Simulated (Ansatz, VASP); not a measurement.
# GaN in VASP and in Ansatz

```
Ga N
1.0
     0.00000    2.34364    2.34364
     2.34364    0.00000    2.34364
     2.34364    2.34364    0.00000
Ga N
1 1
Direct
  0.00000 0.00000 0.00000
  0.75000 0.75000 0.75000
```

Change from the starting cell: strain +0.040 along x and y, +0.040 along z, atoms carried along.

Alike in both runs: task single point; functional r2SCAN; k mesh 10 × 10 × 10; occupations gaussian, width 0.05 eV; no spin polarisation.

|  | VASP | Ansatz |
| --- | --- | --- |
| version | VASP 6.6.1 | Ansatz 0.2.0 |
| potentials or method | VASP PAW PBE potentials, release 64 (Ga_d, N), cutoff 520 eV | scalar-relativistic, plane waves, PAW |
| valence electrons in the cell | 18 | 18 |

|  | VASP | Ansatz | Ansatz less VASP |
| --- | --- | --- | --- |
| gap on the k mesh at the Fermi level (eV) | 1.34 | 1.34 | +0.004 |
| least direct gap on the mesh (eV) | 1.34 | 1.34 | +0.004 |
| pressure (GPa) | -17.8 | -18.6 | -0.71 |

VASP's potentials were made for PBE, not for r2SCAN.
